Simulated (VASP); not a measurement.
# Te (C2/m) in VASP: further runs

The runs below take Te through electric field gradients, with PBE.

Everything below comes from runs of VASP 6.6.1. Logs are shortened: lines on timing, memory, paths and dates and some standing lists are left out, and cuts for length are marked.

## 1. The cell of the first run

The structure is monoclinic, space group C2/m (No. 12). The conventional cell has a = 8.440 Å, b = 4.727 Å, c = 3.946 Å, α = 90.00°, β = 91.89°, γ = 90.00°. Within 4.0 Å of Te (site symmetry m) lie 14 Te at 2.98 to 3.99 Å. Te (site symmetry 2/m) has 14 Te at 2.98 to 3.95 Å within 4.0 Å.

## 2. Electric field gradients, PBE (26.22 Å³/atom)

File INCAR:

```
SYSTEM = Te
PREC = Accurate ; ENCUT = 520
EDIFF = 1E-8 ; ISMEAR = -1
SIGMA = 0.05 ; LREAL = .FALSE.
LASPH = .TRUE. ; NELM = 80
ALGO = Normal ; ISIF = 2
LWAVE = .FALSE. ; LCHARG = .FALSE.
GGA = PE ; LEFG = .TRUE.
NBANDS = 16
```

File KPOINTS:

```
regular mesh
0
G
  8 8 8
  0 0 0
```

File POSCAR:

```
Te
1.0
    4.2199390247     -2.3632695060      0.0000000000
    4.2199390247      2.3632695060      0.0000000000
   -0.1300137091      0.0000000000      3.9441146169
Te
3
Direct
    0.6760000000      0.6760000000      0.6750000000
    0.3240000000      0.3240000000      0.3250000000
    0.0000000000      0.0000000000      0.0000000000
```

Potentials or basis: VASP PAW PBE potentials, release 64 (Te).

Run with:

```console
$ cat potpaw_PBE.64/Te/POTCAR > POTCAR
$ mpirun -np 1 vasp_std > vasp.out
```

OUTCAR:

```text
SYSTEM = Te
   PREC = Accurate
   ENCUT = 520
   EDIFF = 1E-8
   ISMEAR = -1
   LREAL = .FALSE.
   LASPH = .TRUE.
   NELM = 80
   ISIF = 2
   GGA = PE

 ion  position               nearest neighbor table
   1  0.676  0.676  0.675-   3 2.98   2 3.03   2 3.03   3 3.09   3 3.09   2 3.23   2 3.68   2 3.68

   2  0.324  0.324  0.325-   3 2.98   1 3.03   1 3.03   3 3.09   3 3.09   1 3.23   1 3.68   1 3.68

   3  0.000  0.000  0.000-   1 2.98   2 2.98   1 3.09   1 3.09   2 3.09   2 3.09

  LATTYP: Found a base centered monoclinic cell.
 ALAT       =     8.4398780494
 B/A-ratio  =     0.5600245625
 C/A-ratio  =     0.4675727418
 COS(beta)  =    -0.0329460833

  Lattice vectors:

 A1 = (   4.2199390247,  -2.3632695060,   0.0000000000)
 A2 = (   4.2199390247,   2.3632695060,   0.0000000000)
 A3 = (  -0.1300137091,   0.0000000000,   3.9441146169)

Analysis of symmetry for initial positions (statically):
=====================================================================
 Subroutine PRICEL returns:
 Original cell was already a primitive cell.

 Routine SETGRP: Setting up the symmetry group for a
 base centered monoclinic supercell.

 Subroutine GETGRP returns: Found  4 space group operations
 (whereof  4 operations were pure point group operations)
 out of a pool of  4 trial point group operations.

The static configuration has the point symmetry C_2h.

Analysis of symmetry for dynamics (positions and initial velocities):
=====================================================================
 Subroutine PRICEL returns:
 Original cell was already a primitive cell.

 Routine SETGRP: Setting up the symmetry group for a
 base centered monoclinic supercell.

 Subroutine GETGRP returns: Found  4 space group operations
 (whereof  4 operations were pure point group operations)
 out of a pool of  4 trial point group operations.

The dynamic configuration has the point symmetry C_2h.

 Subroutine INISYM returns: Found  4 space group operations
 (whereof  4 operations are pure point group operations),
 and found     1 'primitive' translations

----------------------------------------------------------------------------------------

                                     Primitive cell

  volume of cell :      78.6682

  direct lattice vectors                    reciprocal lattice vectors
     4.219939025 -2.363269506  0.000000000     0.118485124 -0.211571299  0.003905741
     4.219939025  2.363269506  0.000000000     0.118485124  0.211571299  0.003905741
    -0.130013709  0.000000000  3.944114617     0.000000000  0.000000000  0.253542328

  length of vectors
     4.836623629  4.836623629  3.946256920     0.242520915  0.242520915  0.253542328

  position of ions in fractional coordinates (direct lattice)
     0.676000000  0.676000000  0.675000000
     0.324000000  0.324000000  0.325000000
     0.000000000  0.000000000  0.000000000

  ion indices of the primitive-cell ions
   primitive index   ion index
                 1           1
                 2           2
                 3           3

----------------------------------------------------------------------------------------

 KPOINTS: regular mesh

Automatic generation of k-mesh.
 Grid dimensions read from file:
 generate k-points for:    8    8    8

 Generating k-lattice:

  Cartesian coordinates                     Fractional coordinates (reciprocal lattice)
     0.014810641 -0.026446412  0.000488218     0.125000000  0.000000000 -0.000000000
     0.014810641  0.026446412  0.000488218     0.000000000  0.125000000 -0.000000000
     0.000000000  0.000000000  0.031692791     0.000000000  0.000000000  0.125000000

  Length of vectors
     0.030315114  0.030315114  0.031692791

  Shift w.r.t. Gamma in fractional coordinates (k-lattice)
     0.000000000  0.000000000  0.000000000

 Subroutine IBZKPT returns following result:
 ===========================================

 Found    150 irreducible k-points:

 Following reciprocal coordinates:
            Coordinates               Weight
  0.000000  0.000000  0.000000      1.000000
  0.125000  0.000000 -0.000000      4.000000
  0.250000  0.000000 -0.000000      4.000000
  0.375000  0.000000 -0.000000      4.000000
  0.500000  0.000000 -0.000000      2.000000
  0.125000  0.125000 -0.000000      2.000000
[... 16 lines left out ...]
  0.125000  0.000000  0.125000      4.000000
  0.250000  0.000000  0.125000      4.000000
 [... further k-points ...]
   k-points           NKPTS =    150   k-points in BZ     NKDIM =    150   number of bands    NBANDS=     16
   number of dos      NEDOS =    301   number of ions     NIONS =      3
   total plane-waves  NPLWV =  38880
   dimension x,y,z NGX =    36 NGY =   36 NGZ =   30
   dimension x,y,z NGXF=    72 NGYF=   72 NGZF=   60
   ions per type =               3
   NGX,Y,Z   is equivalent  to a cutoff of  12.37, 12.37, 12.64 a.u.
   NGXF,Y,Z  is equivalent  to a cutoff of  24.75, 24.75, 25.28 a.u.
 SYSTEM =  Te
   PREC   = accura    normal or accurate (medium, high low for compatibility)
   ISTART =      0    job   : 0-new  1-cont  2-samecut
   ICHARG =      2    charge: 1-file 2-atom 10-const
   ISPIN  =      1    spin polarized calculation?
   LNONCOLLINEAR =      F non collinear calculations
   LSORBIT =      F    spin-orbit coupling
   LASPH  =      T    aspherical Exc in radial PAW
   ENCUT  =  520.0 eV  38.22 Ry    6.18 a.u.   8.99  8.99  7.34*2*pi/ulx,y,z
   NELM   =     80;   NELMIN=  2; NELMDL= -5     # of ELM steps
   EDIFF  = 0.1E-07   stopping-criterion for ELM
   LREAL  =      F    real-space projection
   EDIFFG = 0.1E-06   stopping-criterion for IOM
   NSW    =      0    number of steps for IOM
   IBRION =     -1    ionic relax: 0-MD 1-quasi-New 2-CG
   NFREE  =      0    steps in history (QN), initial steepest desc. (CG)
   ISIF   =      2    stress and relaxation
   ISYM   =      2    0-nonsym 1-usesym 2-fastsym
   POTIM  = 0.5000    time-step for ionic-motion
   TEBEG  =    0.0;   TEEND  =   0.0 temperature during run
   PSTRESS=    0.0 pullay stress
   NELECT =      18.0000    total number of electrons
   NUPDOWN=      -1.0000    fix difference up-down
   EMIN   =  10.00;   EMAX   =-10.00  energy-range for DOS
   EFERMI =   0.00;   METHOD = LEGACY
   ISMEAR =    -1;   SIGMA  =   0.05  broadening in eV -4-tet -1-fermi 0-gaus
   EFERMI_NEDOS =   21; number of points for ismear=-14 and -15
   IALGO  =     38    algorithm
   IMIX   =      4    mixing-type and parameters
     AMIX     =   0.40;   BMIX     =  1.00
     AMIX_MAG =   1.60;   BMIX_MAG =  1.00
  volume/ion in A,a.u.               =      26.22       176.96
  Fermi-wavevector in a.u.,A,eV,Ry     =   1.001304  1.892190 13.641337  1.002610
  Thomas-Fermi vector in A             =   2.133717
   LORBIT       =      0    0 simple, 1 ext, 2 COOP (PROOUT), +10 PAW based schemes
   GGA     = PE    functional components
   LHFCALC =     F    Hartree Fock is set to
   AEXX    =    0.0000 exact exchange contribution
   IVDW    =     0    specifies the selected vdW correction
   LEPSILON=     F    determine dielectric tensor
   LRPA    =     F    only Hartree local field effects (RPA)
 non-spin polarized calculation
  energy-cutoff  :      520.00
  volume of cell :       78.67
 maximum number of plane-waves:      2136
   NGX = 17   NGY = 17   NGZ = 15

 number of electron      18.0000000 magnetization

 Free energy of the ion-electron system (eV)
  ---------------------------------------------------
  ext. energy  EPLUGINS =         0.00000000
  ---------------------------------------------------
  free energy    TOTEN  =        -8.69622432 eV

  energy without entropy =       -8.68171652  energy(sigma->0) =       -8.68897042

 E-fermi :   9.1745     XC(G=0): -10.3750

 val. band max:        9.1680002425   @ k =   0.1250   0.1250   0.3750
 cond. band min:       9.1802487922   @ k =  -0.2500   0.5000   0.1250
 fundamental gap:      0.0122485497
 Fermi energy:         9.1744834412

 k-point     1 :       0.0000    0.0000    0.0000
  band No.  band energies     occupation
      1      -5.7464      2.00000
      2      -0.4158      2.00000
      3      -0.3710      2.00000
      4       4.3869      2.00000
      5       4.6597      2.00000
      6       5.1828      2.00000
[... 433 lines left out ...]
      3      -0.5664      2.00000
      4       3.3050      2.00000
      5       3.6760      2.00000
      6       6.6698      2.00000
[... 8 lines left out ...]
     15      16.4109      0.00000
     16      17.2078      0.00000

 [... further k-points ...]

------------------------ aborting loop because EDIFF is reached ----------------------------------------

  FORCE on cell =-STRESS in cart. coord.  units (eV):
  Direction    XX          YY          ZZ          XY          YZ          ZX
  --------------------------------------------------------------------------------------
  -------------------------------------------------------------------------------------
  Total        4.9900261      5.0453527      5.1401594      0.0000000      0.0000000      0.5016392
  in kB      101.6282516    102.7550481    104.6859065      0.0000000      0.0000000     10.2165235
  external PRESSURE =     103.0230687 kB  Pullay stress =       0.0000000 kB

 VOLUME and BASIS-vectors are now :
 -----------------------------------------------------------------------------
  energy-cutoff  :      520.00
  volume of cell :       78.67
      direct lattice vectors                 reciprocal lattice vectors
     4.219939025 -2.363269506  0.000000000     0.118485124 -0.211571299  0.003905741
     4.219939025  2.363269506  0.000000000     0.118485124  0.211571299  0.003905741
    -0.130013709  0.000000000  3.944114617     0.000000000  0.000000000  0.253542328

 POSITION                                       TOTAL-FORCE (eV/Angst)
 -----------------------------------------------------------------------------------
      5.61760      0.00000      2.66228        -0.489093      0.000000     -0.212945
      2.69227      0.00000      1.28184         0.489093      0.000000      0.212945
      0.00000      0.00000      0.00000        -0.000000     -0.000000      0.000000
 -----------------------------------------------------------------------------------
    total drift:                               -0.000000      0.000000      0.000000

  FREE ENERGIE OF THE ION-ELECTRON SYSTEM (eV)
  ---------------------------------------------------
  free  energy   TOTEN  =        -8.6962243168 eV

  energy  without entropy=       -8.6817165214  energy(sigma->0) =       -8.68897042

 Electric field gradients (V/A^2)
---------------------------------------------------------------------
 ion       V_xx      V_yy      V_zz      V_xy      V_xz      V_yz
---------------------------------------------------------------------
   1     105.871   163.483  -269.355     0.000   -48.430    -0.000
   2     105.871   163.483  -269.355    -0.000   -48.430     0.000
   3     243.400    58.033  -301.433     0.000    73.645     0.000
---------------------------------------------------------------------

 Electric field gradients after diagonalization (V/A^2)
 (convention: |V_zz| > |V_xx| > |V_yy|)
----------------------------------------------------------------------
 ion       V_xx      V_yy      V_zz     asymmetry (V_yy - V_xx)/ V_zz
----------------------------------------------------------------------
   1     163.483   112.021  -275.505       0.187
   2     163.483   112.021  -275.505       0.187
   3     253.179    58.033  -311.212       0.627
----------------------------------------------------------------------

           NMR quadrupolar parameters

 Cq : quadrupolar parameter    Cq=e*Q*V_zz/h
 eta: asymmetry parameters     (V_yy - V_xx)/ V_zz
 Q  : nuclear electric quadrupole moment in mb (millibarn)
----------------------------------------------------------------------
 ion       Cq(MHz)       eta       Q (mb)
----------------------------------------------------------------------
   1      -0.666       0.187       1.000
   2      -0.666       0.187       1.000
   3      -0.753       0.627       1.000
----------------------------------------------------------------------
```

It took 2.4 min on 1 thread of Intel Xeon Platinum 8488C (Sapphire Rapids), shared host; peak memory 0.29 GiB.

What came out:

* Free energy: -8.6962 eV
* Pressure: 10.3 GPa
* Largest force: 0.533 eV/Å
* Band gap on the k mesh: zero (bands 9 and 10 overlap by 3.54 eV)
* Largest electric field gradient by atom: Te -275.5, -311.2 (each value once) V/Å²

Forces in eV/Å, atoms in the order of the input:
```
Te  -0.489  0.000 -0.213
Te   0.489  0.000  0.213
Te   0.000  0.000  0.000
```

Stress tensor (GPa, compression positive):
```
10.16  0.00  1.02
 0.00 10.28  0.00
 1.02  0.00 10.47
```

Electric field gradients, principal values (V/Å²):
| atom | least | middle | greatest (by size) |
| --- | --- | --- | --- |
| 1 Te | 112.021 | 163.483 | -275.505 |
| 2 Te | 112.021 | 163.483 | -275.505 |
| 3 Te | 58.033 | 253.179 | -311.212 |

Caveat: the cell stands under pressure; without QUAD_EFG the Cq values of the log hold for a quadrupole moment of 1 mb, not for the nuclei; spin-orbit coupling is left out, which moves the levels of the heavy elements.

(Continued in part 2 of 3.)
